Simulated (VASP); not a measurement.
Runs of VASP 6.6.1 on CaSe. The structure is that of space group F-43m (No. 216), or close to it. The cells are those of the table. 

| task | level | cell | k mesh | cutoff (eV) | smearing | k mesh for the DOS | occupations for the DOS | gap on the mesh (eV) | pressure (GPa) |
| --- | --- | --- | --- | --- | --- | --- | --- | --- | --- |
| single point | PBE | a = 4.667 Å, angles 60.0°, 2 atoms | 2 × 2 × 2 | 500 | gaussian 0.1 eV | - | - | 3.15 | 0.4 |
| single point | PBE | a = 4.667 Å, angles 60.0°, 2 atoms | 1 × 1 × 1 | 500 | gaussian 0.1 eV | - | - | 3.14 | -1.8 |
| single point | PBE+D3(BJ) | a = 4.667 Å, angles 60.0°, 2 atoms | 3 × 3 × 3 | 500 | gaussian 0.1 eV | - | - | 3.15 | -1.3 |
| single point | PBE | a = 4.667 Å, angles 60.0°, 2 atoms | 4 × 4 × 4 | 520 | gaussian 0.1 eV | - | - | 3.14 | -0.1 |
| single point | PBE | a = 4.667 Å, angles 60.0°, 2 atoms | 2 × 2 × 2, shifted | 500 | gaussian 0.1 eV | - | - | 3.77 | -0.2 |
| single point | r2SCAN | a = 4.667 Å, angles 60.0°, 2 atoms | 4 × 4 × 4 | 520 | gaussian 0.1 eV | - | - | (a) | -0.5 |
| single point | PBE | a = 4.667 Å, angles 60.0°, 2 atoms | 4 × 4 × 4 | 500 | gaussian 0.1 eV | - | - | 3.14 | -0.1 |
| single point | PBE | a = 4.549 Å, angles 60.0°, 2 atoms | 4 × 4 × 4 | 500 | gaussian 0.1 eV | - | - | 3.39 | 2.8 |
| single point | PBE | a = 4.667 Å, angles 60.0°, 2 atoms | 2 × 2 × 2 | 500 | gaussian 0.081 eV | - | - | 3.15 | 0.4 |
| single point | PBE | a = 5.014 Å, angles 60.0°, 2 atoms | 4 × 4 × 4 | 520 | gaussian 0.1 eV | - | - | (b) | -4.6 |

Alike in all rows: potentials or basis VASP PAW PBE potentials, release 64 (Ca_sv, Se); no spin polarisation.

**Question.** Estimate the missing entries.

**Answer.** (a) 3.62; (b) 2.53.

Caveats: some runs use coarse meshes; the PAW data sets were made with another functional, which shifts forces and pressure a little (some runs).

A k mesh can miss the band edges, and the runs leave out spin-orbit coupling on Se.
